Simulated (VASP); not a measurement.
# MoS2 (R3m) in VASP: a series of runs

MoS2 is run at these levels: PBE; tasks: density of states, electric field gradients.

All numbers are computed with VASP 6.6.1; they aren't measurements. Logs are shortened: lines on timing, memory, paths and dates and some standing lists are left out, and cuts for length are marked.

### Step 1. The cell of the first run

Symmetry: R3m, No. 160, trigonal system. Conventional cell: a = 3.163 Å, b = 3.163 Å, c = 18.370 Å, α = 90.00°, β = 90.00°, γ = 120.00°. Mo (site symmetry 3m) has 6 S at 2.36 Å within 3.1 Å. Within 3.1 Å of S (site symmetry 3m) lie 3 Mo at 2.36 Å and 1 S at 3.00 Å. S (site symmetry 3m) has 3 Mo at 2.36 Å and 1 S at 3.00 Å within 3.1 Å.

### Step 2. Density of states, PBE

Input file POSCAR:

```
MoS2
1.0
    1.5815003568      0.9130796567      6.1233300000
   -1.5815003568      0.9130796567      6.1233300000
    0.0000000000     -1.8261593134      6.1233300000
Mo S
1 2
Direct
    0.0000000000      0.0000000000      0.0000000000
    0.7484000000      0.7484000000      0.7484000000
    0.5849000000      0.5849000000      0.5849000000
```

Input file INCAR.step1:

```
  PREC = Accurate
  ENCUT = 520
  EDIFF = 1E-6
  ISMEAR = -1
  SIGMA = 0.05
  LREAL = False
  LASPH = True
  NELM = 60
  ALGO = Normal
  ISIF = 2
  LWAVE = False
  LCHARG = True
  LMAXMIX = 4
  GGA = PE
  NBANDS = 20
```

Input file KPOINTS.step1:

```
Automatic mesh
0
Gamma
  13 13 13
```

Input file INCAR.step2:

```
  PREC = Accurate
  ENCUT = 520
  EDIFF = 1E-6
  ISMEAR = -5
  SIGMA = 0.05
  LREAL = False
  LASPH = True
  NELM = 60
  ALGO = Normal
  ISIF = 2
  LWAVE = False
  LCHARG = False
  LMAXMIX = 4
  GGA = PE
  LORBIT = 10
  NBANDS = 20
  NEDOS = 2001
  ICHARG = 11
```

Input file KPOINTS.step2:

```
Automatic mesh
0
Gamma
  20 20 20
```

Potentials or basis: VASP PAW PBE potentials, release 64 (Mo_sv, S).

Run with:

```bash
cat potpaw_PBE.64/Mo_sv/POTCAR potpaw_PBE.64/S/POTCAR > POTCAR
cp INCAR.step1 INCAR
cp KPOINTS.step1 KPOINTS
mpirun -np 1 vasp_std > vasp.out
cp INCAR.step2 INCAR
cp KPOINTS.step2 KPOINTS
mpirun -np 1 vasp_std > vasp.out
```

OUTCAR:

```text
PREC = Accurate
   ENCUT = 520
   EDIFF = 1E-6
   ISMEAR = -5
   LREAL = False
   LASPH = True
   NELM = 60
   ISIF = 2
   GGA = PE
   LORBIT = 10
   ICHARG = 11

 ion  position               nearest neighbor table
   1  0.000  0.000  0.000-   2 2.36   2 2.36   2 2.36   3 2.36   3 2.36   3 2.36
   2  0.748  0.748  0.748-   1 2.36   1 2.36   1 2.36
   3  0.585  0.585  0.585-   1 2.36   1 2.36   1 2.36

  LATTYP: Found a trigonal (rhomboedric) cell.
 ALAT       =     6.3898378796
 COS(alpha) =     0.8774851014

  Lattice vectors:

 A1 = (   1.5815003568,   0.9130796567,   6.1233300000)
 A2 = (  -1.5815003568,   0.9130796567,   6.1233300000)
 A3 = (   0.0000000000,  -1.8261593134,   6.1233300000)

Analysis of symmetry for initial positions (statically):
=====================================================================
 Subroutine PRICEL returns:
 Original cell was already a primitive cell.

 Routine SETGRP: Setting up the symmetry group for a
 trigonal (rhombohedral) supercell.

 Subroutine GETGRP returns: Found  6 space group operations
 (whereof  6 operations were pure point group operations)
 out of a pool of 12 trial point group operations.

The static configuration has the point symmetry C_3v.

Analysis of symmetry for dynamics (positions and initial velocities):
=====================================================================
 Subroutine PRICEL returns:
 Original cell was already a primitive cell.

 Routine SETGRP: Setting up the symmetry group for a
 trigonal (rhombohedral) supercell.

 Subroutine GETGRP returns: Found  6 space group operations
 (whereof  6 operations were pure point group operations)
 out of a pool of 12 trial point group operations.

The dynamic configuration has the point symmetry C_3v.

 Subroutine INISYM returns: Found  6 space group operations
 (whereof  6 operations are pure point group operations),
 and found     1 'primitive' translations

----------------------------------------------------------------------------------------

                                     Primitive cell

  volume of cell :      53.0538

  direct lattice vectors                    reciprocal lattice vectors
     1.581500357  0.913079657  6.123330000     0.316155477  0.182532450  0.054436611
    -1.581500357  0.913079657  6.123330000    -0.316155477  0.182532450  0.054436611
     0.000000000 -1.826159313  6.123330000     0.000000000 -0.365064900  0.054436611

  length of vectors
     6.389837880  6.389837880  6.389837880     0.369101240  0.369101240  0.369101240

  position of ions in fractional coordinates (direct lattice)
     0.000000000  0.000000000  0.000000000
     0.748400000  0.748400000  0.748400000
     0.584900000  0.584900000  0.584900000

  ion indices of the primitive-cell ions
   primitive index   ion index
                 1           1
                 2           2
                 3           3

----------------------------------------------------------------------------------------

 KPOINTS: Automatic mesh

Automatic generation of k-mesh.
 Grid dimensions read from file:
 generate k-points for:   20   20   20

 Generating k-lattice:

  Cartesian coordinates                     Fractional coordinates (reciprocal lattice)
     0.015807774  0.009126622  0.002721831     0.050000000  0.000000000  0.000000000
    -0.015807774  0.009126622  0.002721831     0.000000000  0.050000000  0.000000000
     0.000000000 -0.018253245  0.002721831     0.000000000  0.000000000  0.050000000

  Length of vectors
     0.018455062  0.018455062  0.018455062

  Shift w.r.t. Gamma in fractional coordinates (k-lattice)
     0.000000000  0.000000000  0.000000000

 TETIRR: Found   4000 inequivalent tetrahedra from    48000

 Subroutine IBZKPT returns following result:
 ===========================================

 Found    781 irreducible k-points:

 Following reciprocal coordinates:
            Coordinates               Weight
  0.000000  0.000000  0.000000      1.000000
  0.050000 -0.000000 -0.000000      6.000000
  0.100000 -0.000000 -0.000000      6.000000
  0.150000  0.000000 -0.000000      6.000000
  0.200000 -0.000000 -0.000000      6.000000
  0.250000  0.000000  0.000000      6.000000
[... 16 lines left out ...]
 -0.400000  0.050000 -0.000000     12.000000
 -0.350000  0.050000 -0.000000     12.000000
 [... further k-points ...]
   k-points           NKPTS =    781   k-points in BZ     NKDIM =    781   number of bands    NBANDS=     20
   number of dos      NEDOS =   2001   number of ions     NIONS =      3
   total plane-waves  NPLWV = 110592
   dimension x,y,z NGX =    48 NGY =   48 NGZ =   48
   dimension x,y,z NGXF=    96 NGYF=   96 NGZF=   96
   ions per type =               1   2
   NGX,Y,Z   is equivalent  to a cutoff of  12.49, 12.49, 12.49 a.u.
   NGXF,Y,Z  is equivalent  to a cutoff of  24.98, 24.98, 24.98 a.u.
 SYSTEM =  unknown system
   PREC   = accura    normal or accurate (medium, high low for compatibility)
   ISTART =      0    job   : 0-new  1-cont  2-samecut
   ICHARG =     11    charge: 1-file 2-atom 10-const
   ISPIN  =      1    spin polarized calculation?
   LNONCOLLINEAR =      F non collinear calculations
   LSORBIT =      F    spin-orbit coupling
   LASPH  =      T    aspherical Exc in radial PAW
   ENCUT  =  520.0 eV  38.22 Ry    6.18 a.u.  11.88 11.88 11.88*2*pi/ulx,y,z
   NELM   =     60;   NELMIN=  2; NELMDL=  0     # of ELM steps
   EDIFF  = 0.1E-05   stopping-criterion for ELM
   LREAL  =      F    real-space projection
   EDIFFG = 0.1E-04   stopping-criterion for IOM
   NSW    =      0    number of steps for IOM
   IBRION =     -1    ionic relax: 0-MD 1-quasi-New 2-CG
   NFREE  =      0    steps in history (QN), initial steepest desc. (CG)
   ISIF   =      2    stress and relaxation
   ISYM   =      2    0-nonsym 1-usesym 2-fastsym
   POTIM  = 0.5000    time-step for ionic-motion
   TEBEG  =    0.0;   TEEND  =   0.0 temperature during run
   PSTRESS=    0.0 pullay stress
   NELECT =      26.0000    total number of electrons
   NUPDOWN=      -1.0000    fix difference up-down
   EMIN   =  10.00;   EMAX   =-10.00  energy-range for DOS
   EFERMI =   0.00;   METHOD = LEGACY
   ISMEAR =    -5;   SIGMA  =   0.05  broadening in eV -4-tet -1-fermi 0-gaus
   EFERMI_NEDOS =   21; number of points for ismear=-14 and -15
   IALGO  =     38    algorithm
   IMIX   =      4    mixing-type and parameters
     AMIX     =   0.40;   BMIX     =  1.00
     AMIX_MAG =   1.60;   BMIX_MAG =  1.00
  volume/ion in A,a.u.               =      17.68       119.34
  Fermi-wavevector in a.u.,A,eV,Ry     =   1.290705  2.439079 22.666209  1.665919
  Thomas-Fermi vector in A             =   2.422520
   LORBIT       =     10    0 simple, 1 ext, 2 COOP (PROOUT), +10 PAW based schemes
   GGA     = PE    functional components
   LHFCALC =     F    Hartree Fock is set to
   AEXX    =    0.0000 exact exchange contribution
   IVDW    =     0    specifies the selected vdW correction
   LEPSILON=     F    determine dielectric tensor
   LRPA    =     F    only Hartree local field effects (RPA)
 non-spin polarized calculation
 Fermi weights with tetrahedron method with Bloechl corrections
  energy-cutoff  :      520.00
  volume of cell :       53.05
 maximum number of plane-waves:      1447

 number of electron      26.0000001 magnetization

 Free energy of the ion-electron system (eV)
  ---------------------------------------------------
  ext. energy  EPLUGINS =         0.00000000
  ---------------------------------------------------
  free energy    TOTEN  =       -21.72301756 eV

  energy without entropy =      -21.72301756  energy(sigma->0) =      -21.72301756

 E-fermi :   7.8386     XC(G=0): -10.7967

 val. band max:        7.8160771164   @ k =   0.5000   0.5000   0.5000
 cond. band min:       8.5203269476   @ k =  -0.1500   0.5000   0.1500
 fundamental gap:      0.7042498313
 Fermi energy:         7.8385541058

 k-point     1 :       0.0000    0.0000    0.0000
  band No.  band energies     occupation
      1     -53.8755      2.00000
      2     -28.0511      2.00000
      3     -27.8373      2.00000
      4     -27.8373      2.00000
      5      -7.5421      2.00000
      6      -5.7065      2.00000
[... 12 lines left out ...]
     19      15.8709      0.00000
     20      16.0836      0.00000

 k-point     2 :       0.0500   -0.0000   -0.0000
  band No.  band energies     occupation
      1     -53.8745      2.00000
      2     -28.0490      2.00000
      3     -27.8478      2.00000
      4     -27.8397      2.00000
      5      -7.5024      2.00000
      6      -5.6962      2.00000
[... 12 lines left out ...]
     19      16.0341      0.00000
     20      16.1313      0.00000

 k-point     3 :       0.1000   -0.0000   -0.0000
  band No.  band energies     occupation
      1     -53.8715      2.00000
      2     -28.0430      2.00000
      3     -27.8780      2.00000
      4     -27.8465      2.00000
      5      -7.3856      2.00000
      6      -5.6658      2.00000
[... 12 lines left out ...]
     19      16.1620      0.00000
     20      16.5072      0.00000

 k-point     4 :       0.1500    0.0000   -0.0000
  band No.  band energies     occupation
      1     -53.8669      2.00000
      2     -28.0336      2.00000
      3     -27.9249      2.00000
      4     -27.8570      2.00000
      5      -7.1982      2.00000
      6      -5.6169      2.00000
[... 429 lines left out ...]
 k-point    23 :      -0.4000    0.0500   -0.0000
  band No.  band energies     occupation
      1     -53.8354      2.00000
      2     -28.2268      2.00000
      3     -27.9696      2.00000
      4     -27.9333      2.00000
      5      -5.6717      2.00000
      6      -5.2261      2.00000
[... 12 lines left out ...]
     19      14.8700      0.00000
     20      15.3962      0.00000

 k-point    24 :      -0.3500    0.0500   -0.0000
  band No.  band energies     occupation
      1     -53.8392      2.00000
      2     -28.1907      2.00000
      3     -27.9774      2.00000
      4     -27.9242      2.00000
      5      -5.8967      2.00000
      6      -5.2766      2.00000
[... 12 lines left out ...]
     19      14.9758      0.00000
     20      15.5263      0.00000

 [... further k-points ...]
[... 5 lines left out ...]
  --------------------------------------------------------------------------------------
  -------------------------------------------------------------------------------------
  Total        2.2474257      2.2474257      4.5459395      0.0000000      0.0000000     -0.0000000
  in kB       67.8701874     67.8701874    137.2831871      0.0000000      0.0000000     -0.0000000
  external PRESSURE =      91.0078540 kB  Pullay stress =       0.0000000 kB

 VOLUME and BASIS-vectors are now :
 -----------------------------------------------------------------------------
  energy-cutoff  :      520.00
  volume of cell :       53.05
      direct lattice vectors                 reciprocal lattice vectors
     1.581500357  0.913079657  6.123330000     0.316155477  0.182532450  0.054436611
    -1.581500357  0.913079657  6.123330000    -0.316155477  0.182532450  0.054436611
     0.000000000 -1.826159313  6.123330000     0.000000000 -0.365064900  0.054436611

 POSITION                                       TOTAL-FORCE (eV/Angst)
 -----------------------------------------------------------------------------------
      0.00000      0.00000      0.00000         0.000000      0.000000     -0.002605
      0.00000      0.00000     13.74810         0.000000     -0.000000      1.273098
      0.00000      0.00000     10.74461         0.000000      0.000000     -1.270493
 -----------------------------------------------------------------------------------
    total drift:                                0.000000      0.000000     -0.000013

  FREE ENERGIE OF THE ION-ELECTRON SYSTEM (eV)
  ---------------------------------------------------
  free  energy   TOTEN  =       -21.7230175641 eV

  energy  without entropy=      -21.7230175641  energy(sigma->0) =      -21.72301756

 total charge

# of ion       s       p       d       tot
------------------------------------------
    1        2.306   6.241   4.030  12.577
    2        1.364   2.369   0.000   3.732
    3        1.364   2.369   0.000   3.732
--------------------------------------------------
tot          5.033  10.978   4.030  20.041
```

It took 24 min on 1 thread of Intel Xeon 6975P-C, shared host; peak memory 0.9 GiB.

Results:

| Quantity | Value |
| --- | --- |
| Valence electrons inside the program's atomic spheres | Mo 12.58; S 3.73 |

Levels at points of the mesh, in eV from the valence-band top:
| k point | band 11 | band 12 | band 13 | band 14 | band 15 | band 16 |
| --- | --- | --- | --- | --- | --- | --- |
| (0.00, 0.00, 0.00) | -2.65 | -1.33 | -1.16 | 1.91 | 1.91 | 2.42 |
| (0.50, 0.00, 0.00) | -2.41 | -1.95 | -1.62 | 1.40 | 1.89 | 3.43 |
| (0.50, 0.50, 0.00) | -2.95 | -2.10 | -1.47 | 1.35 | 1.99 | 2.98 |
| (0.50, 0.50, 0.50) | -2.63 | -2.63 | 0.00 | 1.99 | 1.99 | 2.30 |

(Continued in part 2 of 2.)
